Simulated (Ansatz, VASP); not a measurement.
# One calculation of TiC, two programs

```
Ti C
1.0
     0.00000    2.16572    2.16572
     2.16572    0.00000    2.16572
     2.16572    2.16572    0.00000
Ti C
1 1
Direct
  0.00000 0.00000 0.00000
  0.50000 0.50000 0.50000
```

Alike in both runs: task single point; functional PBEsol; k mesh 8 × 8 × 8; occupations gaussian, width 0.1 eV; no spin polarisation.

|  | VASP | Ansatz |
| --- | --- | --- |
| version | VASP 6.6.1 | Ansatz 0.2.0 |
| potentials or method | VASP PAW PBE potentials, release 64 (Ti_sv, C), cutoff 600 eV | scalar-relativistic, plane waves, PAW |
| valence electrons in the cell | 16 | 16 |

|  | VASP | Ansatz | Ansatz less VASP |
| --- | --- | --- | --- |
| gap on the k mesh at the Fermi level (eV) | none | none | - |
| pressure (GPa) | -6.6 | -6.7 | -0.14 |

VASP's potentials were made for PBE, not for PBEsol. A gap of «none» marks a metal or a gap that the smearing closes.
